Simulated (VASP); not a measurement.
Here is a VASP 6.6.1 calculation.

INCAR

```
PREC = Accurate ; ENCUT = 520
EDIFF = 1E-6 ; ISMEAR = 0
SIGMA = 0.1 ; LREAL = F
LASPH = T ; NELM = 60
ALGO = Normal ; ISIF = 2
LWAVE = F ; LCHARG = F
GGA = PE ; NBANDS = 35
```

The input KPOINTS:

```
regular mesh
0
Gamma
  8 8 10
```

POSCAR

```
GePdF4
1.0
    5.4212076507      0.0000000000      0.0000000000
    0.0000000000      5.4212076507      0.0000000000
    0.0000000000      0.0000000000      3.6441837138
Ge Pd F
1 1 4
Direct
    0.0000000000      0.0000000000      0.7844689960
    0.5000000000      0.5000000000      0.0232766535
    0.7612837509      0.7612837509      0.0349150827
    0.2387162491      0.2387162491      0.0349150827
    0.2387162491      0.7612837509      0.0349150827
    0.7612837509      0.2387162491      0.0349150827
```

Potentials or basis: VASP PAW PBE potentials, release 64 (Ge_d, Pd, F).

Launch:

```bash
$ cat potpaw_PBE.64/Ge_d/POTCAR potpaw_PBE.64/Pd/POTCAR potpaw_PBE.64/F/POTCAR > POTCAR
$ mpirun -np 1 vasp_std > vasp.out
```

Problem. What does it give for the pressure?

Solution. 0.0 GPa.

Problem. Predict the largest force.

Solution. 0.051 eV/Å.

Problem. Predict the band gap on the k mesh.

Solution. 0.21 eV.

Stress tensor (GPa, compression positive):
```
 0.06  0.00  0.00
 0.00  0.06  0.00
 0.00  0.00 -0.20
```

Caveat: semilocal functionals underestimate gaps, and a narrow one can read as zero. A k mesh can miss the band edges.
